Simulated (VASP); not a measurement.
Wanted: the native input for a VASP 6.6.1 run.

```yaml
Task: single point
Functional: r2SCAN
Potentials_or_basis: VASP PAW PBE potentials, release 64 (Zn, O)
Cutoff: 520 eV
k_mesh: 10 × 10 × 10
Occupations: gaussian, width 0.01 eV
Spin: no spin polarisation
Dipole_correction: no
Further_INCAR_settings: ALGO = Normal; EDIFF = 1e-07; NBANDS = 16
```

The system is ZnO.

```
CELL_PARAMETERS angstrom
-0.04467 2.08910 2.08910
2.08910 -0.04467 2.08910
2.08910 2.08910 -0.04467
ATOMIC_POSITIONS crystal
Zn 0.00000 0.00000 0.00000
O 0.50000 0.50000 0.50000
```

This cell differs from its parent crystal: strain along [111] -3.1%.

These files were run (other wordings do the same):

POSCAR

```
ZnO
1.0
   -0.0446669283      2.0891035314      2.0891035314
    2.0891035314     -0.0446669283      2.0891035314
    2.0891035314      2.0891035314     -0.0446669283
Zn O
1 1
Direct
    0.0000000000      0.0000000000      0.0000000000
    0.5000000000      0.5000000000      0.5000000000
```

INCAR.step1

```
PREC     = Accurate       # precision mode
ENCUT    = 520            # plane-wave cutoff, eV
ISMEAR   = 0              # smearing method
SIGMA    = 0.01           # smearing width, eV
LREAL    = False          # projectors in reciprocal space
LASPH    = True           # aspherical terms in the spheres
NELM     = 60             # most SCF steps
NBANDS   = 16             # bands
GGA      = PE             # functional
ALGO     = Normal         # electronic algorithm
EDIFF    = 1E-4           # SCF threshold, eV
LWAVE    = True           # write WAVECAR
LCHARG   = False          # write CHGCAR
```

INCAR.step2

```
PREC     = Accurate       # precision mode
ENCUT    = 520            # plane-wave cutoff, eV
EDIFF    = 1E-7           # SCF threshold, eV
ISMEAR   = 0              # smearing method
SIGMA    = 0.01           # smearing width, eV
LREAL    = False          # projectors in reciprocal space
LASPH    = True           # aspherical terms in the spheres
NELM     = 60             # most SCF steps
ALGO     = Normal         # electronic algorithm
ISIF     = 2              # what is computed and relaxed
LWAVE    = False          # write WAVECAR
LCHARG   = False          # write CHGCAR
METAGGA  = R2SCAN         # meta-GGA
LMIXTAU  = True         
NBANDS   = 16             # bands
ISTART   = 1
```

KPOINTS

```
regular mesh
0
Gamma
  10 10 10
```

Potentials or basis: VASP PAW PBE potentials, release 64 (Zn, O).

The run is started by

```bash
$ cat potpaw_PBE.64/Zn/POTCAR potpaw_PBE.64/O/POTCAR > POTCAR
$ cp INCAR.step1 INCAR
$ mpirun -np 1 vasp_std > vasp.out
$ cp INCAR.step2 INCAR
$ mpirun -np 1 vasp_std > vasp.out
```

It gave:

```
Pressure               : 8.1 GPa
Band gap on the k mesh : 1.69 eV, indirect (least direct gap 3.10 eV)
```

Caveat: the cell differs from its parent crystal (strain along [111] -3.1%); the PAW data sets were made with another functional, which shifts forces and pressure a little.

It took 45 s on 1 thread of Intel(R) Xeon(R) 6975P-C (Granite Rapids), on a shared host, peak memory 0.17 GiB.
